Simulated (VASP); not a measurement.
# Al (Cm) in VASP: further runs, part 2 of 2

VASP 6.6.1.

## Step 3: Single point, PBE+D3(BJ) (atom 2 (Al) moved by +0.280 Å along [1 2 0] and -0.560 Å along [0 0 1])

The input, INCAR:

```
SYSTEM = Al
  ALGO = Fast
  EDIFF = 1E-6
  ENCUT = 520
  GGA = PE
  ISIF = 2
  ISMEAR = 0
  IVDW = 12
  LASPH = .True.
  LCHARG = .False.
  LREAL = .False.
  LWAVE = .False.
  NBANDS = 14
  NELM = 100
  PREC = Accurate
  SIGMA = 0.15
```

The input, KPOINTS:

```
k-points
0
Gamma
  18 18 4
  0 0 0
```

The input, POSCAR:

```
Al
1.0
    2.8144222650      0.0000000000      0.0000000000
   -1.4072111325      2.4373611785      0.0000000000
    0.0000000000      0.0000000000      9.2410470710
Al
4
Direct
    0.0000000000      0.0000000000      0.0000000000
    0.3907725021      0.7815450041      0.1894008065
    0.0000000000      0.0000000000      0.5000000000
    0.6666666667      0.3333333333      0.7500000000
```

Potentials or basis: VASP PAW PBE potentials, release 64 (Al).

On the command line:

```console
$ cat potpaw_PBE.64/Al/POTCAR > POTCAR
$ mpirun -np 1 vasp_std > vasp.out
```

Run time: 3.4 min. Hardware: 1 thread of Intel Xeon Platinum 8259CL at 2.50GHz (Skylake/Cascade Lake), shared host; peak memory 0.37 GiB.

It converged, with:

```
Free energy                : -15.1399 eV
Pressure                   : 8.3 GPa
Largest force              : 4.787 eV/Å
Band gap on the k mesh     : zero (band 6 reaches 12.09 eV, above the bottom of band 7 at 7.18 eV)
Dispersion energy per atom : -0.352 eV
```

Forces on the atoms (eV/Å):
```
Al   0.000  0.669 -4.079
Al   0.000 -0.712  4.733
Al   0.000  0.008 -0.675
Al   0.000  0.035  0.021
```

Stress tensor (GPa, compression positive):
```
 8.16  0.00  0.00
 0.00  2.67 -3.08
 0.00 -3.08 14.17
```

Levels at points of the mesh, in eV from the Fermi level:
| k point | band 4 | band 5 | band 6 | band 7 | band 8 | band 9 |
| --- | --- | --- | --- | --- | --- | --- |
| (0.00, 0.00, 0.00) | -4.51 | -4.40 | 3.23 | 3.78 | 9.84 | 10.26 |
| (0.50, 0.00, 0.00) | -4.16 | -2.81 | -2.72 | 1.12 | 1.26 | 1.61 |
| (0.00, 0.50, 0.00) | -4.14 | -2.87 | -2.78 | 0.97 | 1.30 | 1.56 |
| (0.00, 0.00, 0.50) | -6.86 | -1.16 | -0.51 | 8.17 | 8.45 | 9.85 |
| (0.50, 0.00, 0.50) | -4.47 | -1.94 | -1.73 | -0.86 | -0.68 | 4.23 |
| (0.00, 0.50, 0.50) | -4.47 | -2.01 | -1.78 | -0.95 | -0.62 | 4.28 |

Caveat: the cell differs from its parent crystal (atom 2 (Al) moved by +0.280 Å along [1 2 0] and -0.560 Å along [0 0 1]); pairwise dispersion overbinds metals, which lowers pressure and volume; forces of over 1 eV/Å act on the atoms, so gaps and moduli don't describe the material at rest.

## Step 4: Single point, PBE+D3(BJ) (atom 2 (Al) moved by -0.420 Å along [1 2 0] and -0.280 Å along [0 0 1])

The input, INCAR:

```
SYSTEM = Al
PREC = Accurate ; ENCUT = 520
EDIFF = 1E-7 ; ISMEAR = 0
SIGMA = 0.15 ; LREAL = .False.
LASPH = .True. ; NELM = 80
ALGO = Fast ; ISIF = 2
LWAVE = .False. ; LCHARG = .False.
GGA = PE ; IVDW = 12
NBANDS = 14
```

The input, KPOINTS:

```
Automatic mesh
0
Gamma
  18 18 4
  0 0 0
```

POSCAR, as its differences from that of step 3:

```diff
@@ -9,3 +9,3 @@
     0.0000000000      0.0000000000      0.0000000000
-    0.3907725021      0.7815450041      0.1894008065
+    0.2471745802      0.4943491605      0.2197004032
     0.0000000000      0.0000000000      0.5000000000
```

On the command line:

```console
$ cat potpaw_PBE.64/Al/POTCAR > POTCAR
$ mpirun -np 1 vasp_std > vasp.out
```

Run time: 3.6 min. Hardware: 1 thread of Intel Xeon 6975P-C, shared host; peak memory 0.37 GiB.

It converged, with:

- Free energy: -15.8798 eV
- Pressure: 3.2 GPa
- Largest force: 2.463 eV/Å
- Band gap on the k mesh: zero (band 6 reaches 12.22 eV, above the bottom of band 7 at 7.01 eV)
- Dispersion energy per atom: -0.351 eV

Forces on the atoms (eV/Å):
```
Al   0.000 -0.907 -1.839
Al   0.000  1.037  2.234
Al   0.000 -0.107 -0.423
Al   0.000 -0.022  0.028
```

Stress tensor (GPa, compression positive):
```
0.13 0.00 0.00
0.00 2.42 4.00
0.00 4.00 7.02
```

Levels at points of the mesh, in eV from the Fermi level:
```tsv
k point	band 4	band 5	band 6	band 7	band 8	band 9
(0.00, 0.00, 0.00)	-4.68	-4.47	3.26	3.62	10.70	10.90
(0.50, 0.00, 0.00)	-4.01	-3.18	-3.12	0.78	1.28	1.48
(0.00, 0.50, 0.00)	-4.09	-3.07	-3.01	0.80	1.32	1.42
(0.00, 0.00, 0.50)	-7.25	-1.09	-0.74	8.21	8.34	11.00
(0.50, 0.00, 0.50)	-4.61	-1.96	-1.89	-1.13	-0.97	4.48
(0.00, 0.50, 0.50)	-4.63	-1.82	-1.69	-1.18	-1.13	4.32
```

Caveat: the cell differs from its parent crystal (atom 2 (Al) moved by -0.420 Å along [1 2 0] and -0.280 Å along [0 0 1]); pairwise dispersion overbinds metals, which lowers pressure and volume; forces of over 1 eV/Å act on the atoms, so gaps and moduli don't describe the material at rest.

## Step 5: Single point, PBE+D3(BJ) (atom 2 (Al) moved by +0.700 Å along [1 2 0] and -0.280 Å along [0 0 1])

The input, INCAR:

```
SYSTEM = Al
PREC = Accurate
ENCUT = 520
EDIFF = 1E-6
ISMEAR = 0
SIGMA = 0.15
LREAL = .FALSE.
LASPH = .TRUE.
NELM = 60
ALGO = Fast
ISIF = 2
LWAVE = .FALSE.
LCHARG = .FALSE.
GGA = PE
IVDW = 12
NBANDS = 14
```

The input, KPOINTS:

```
regular mesh
0
G
  18 18 4
  0 0 0
```

POSCAR, as its differences from that of step 4:

```diff
@@ -9,3 +9,3 @@
     0.0000000000      0.0000000000      0.0000000000
-    0.2471745802      0.4943491605      0.2197004032
+    0.4769312552      0.9538625103      0.2197004032
     0.0000000000      0.0000000000      0.5000000000
```

Potentials or basis: VASP PAW PBE potentials, release 64 (Al).

On the command line:

```console
$ cat potpaw_PBE.64/Al/POTCAR > POTCAR
$ mpirun -np 1 vasp_std > vasp.out
```

OUTCAR:

```text
SYSTEM = Al
   PREC = Accurate
   ENCUT = 520
   EDIFF = 1E-6
   ISMEAR = 0
   LREAL = .FALSE.
   LASPH = .TRUE.
   NELM = 60
   ISIF = 2
   GGA = PE
   IVDW = 12
 IVDW          = 12

 ion  position               nearest neighbor table
   1  0.000  0.000  0.000-   2 2.47   2 2.47   4 2.82   4 2.82   4 2.82   2 3.09   2 3.26
   2  0.477  0.954  0.220-   1 2.47   1 2.47   3 2.95   3 2.95   1 3.09   1 3.26
   3  0.000  0.000  0.500-   4 2.82   4 2.82   4 2.82   2 2.95   2 2.95
   4  0.667  0.333  0.750-   1 2.82   3 2.82   1 2.82   3 2.82   1 2.82   3 2.82

[... 614 lines left out ...]
  Direction    XX          YY          ZZ          XY          YZ          ZX
  --------------------------------------------------------------------------------------
  -------------------------------------------------------------------------------------
  Total       1.23552    -0.14360     2.57189     0.00000    -0.28630     0.00000
  in kB      31.22697    -3.62933    65.00300     0.00000    -7.23593     0.00000
  external pressure =       30.87 kB  Pullay stress =        0.00 kB

 VOLUME and BASIS-vectors are now :
 -----------------------------------------------------------------------------
  energy-cutoff  :      520.00
  volume of cell :       63.39
      direct lattice vectors                 reciprocal lattice vectors
     2.814422265  0.000000000  0.000000000     0.355312709  0.205139888  0.000000000
    -1.407211133  2.437361178  0.000000000     0.000000000  0.410279777  0.000000000
     0.000000000  0.000000000  9.241047071     0.000000000  0.000000000  0.108212846

 POSITION                                       TOTAL-FORCE (eV/Angst)
 -----------------------------------------------------------------------------------
      0.00000      0.00000      0.00000         0.000000      0.109087     -1.729844
      0.00000      2.32491      2.03026        -0.000000     -0.199524      2.139563
      0.00000      0.00000      4.62052        -0.000000      0.011517     -0.433226
      1.40721      0.81245      6.93079         0.000000      0.078920      0.023508
 -----------------------------------------------------------------------------------
    total drift:                                0.000000     -0.000009     -0.000010

  FREE ENERGIE OF THE ION-ELECTRON SYSTEM (eV)
  ---------------------------------------------------
  free  energy   TOTEN  =       -15.8895749076 eV

  energy  without entropy=      -15.8733652908  energy(sigma->0) =      -15.88147010
```

Wall time 3.1 min (1 thread of Intel Xeon 6975P-C, shared host); peak memory 0.37 GiB.

What came out:

| Quantity | Value |
| --- | --- |
| Free energy | -15.8896 eV |
| Pressure | 3.1 GPa |
| Largest force | 2.149 eV/Å |
| Band gap on the k mesh | zero (band 6 reaches 12.36 eV, above the bottom of band 7 at 7.00 eV) |
| Dispersion energy per atom | -0.351 eV |

Forces on the atoms (eV/Å):
```
Al   0.000  0.109 -1.730
Al   0.000 -0.200  2.140
Al   0.000  0.012 -0.433
Al   0.000  0.079  0.024
```

Stress tensor (GPa, compression positive):
```
 3.12  0.00  0.00
 0.00 -0.36 -0.72
 0.00 -0.72  6.50
```

Caveat: the cell differs from its parent crystal (atom 2 (Al) moved by +0.700 Å along [1 2 0] and -0.280 Å along [0 0 1]); pairwise dispersion overbinds metals, which lowers pressure and volume; forces of over 1 eV/Å act on the atoms, so gaps and moduli don't describe the material at rest.
